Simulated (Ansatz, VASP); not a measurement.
**Sn in VASP and in Ansatz**

```
Sn
1.0
     3.24959    0.00000    0.00000
    -1.62479    2.81422    0.00000
     0.00000    0.00000    5.69138
Sn
2
Direct
  0.00000 0.00000 0.75361
  0.00000 0.00000 0.24639
```

Alike in both runs: task single point; functional PBE; k mesh 6 × 6 × 4; occupations gaussian, width 0.1 eV; no spin polarisation.

|  | VASP | Ansatz |
| --- | --- | --- |
| version | VASP 6.6.1 | Ansatz 0.2.0 |
| potentials or method | VASP PAW PBE potentials, release 64 (Sn_d), cutoff 520 eV | scalar-relativistic, plane waves, PAW |
| valence electrons in the cell | 28 | 28 |

VASP gave:

```
gap on the k mesh at the Fermi level (eV)                     : none
pressure (GPa)                                                : 6.0
traceless stress, the component that is largest in VASP (GPa) : 5.56
rms of the force components (eV/Å)                            : 0.244
```

Q: What did Ansatz give for the same quantities?

A: gap on the k mesh at the Fermi level (eV): none; pressure (GPa): 6.1; traceless stress, the component that is largest in VASP (GPa): 5.59; rms of the force components (eV/Å): 0.244.

Atom by atom the forces differ by 0.000 eV/Å (rms over components). A gap of «none» marks a metal or a gap that the smearing closes.

The k mesh is coarse, so the values compare programs but aren't converged.
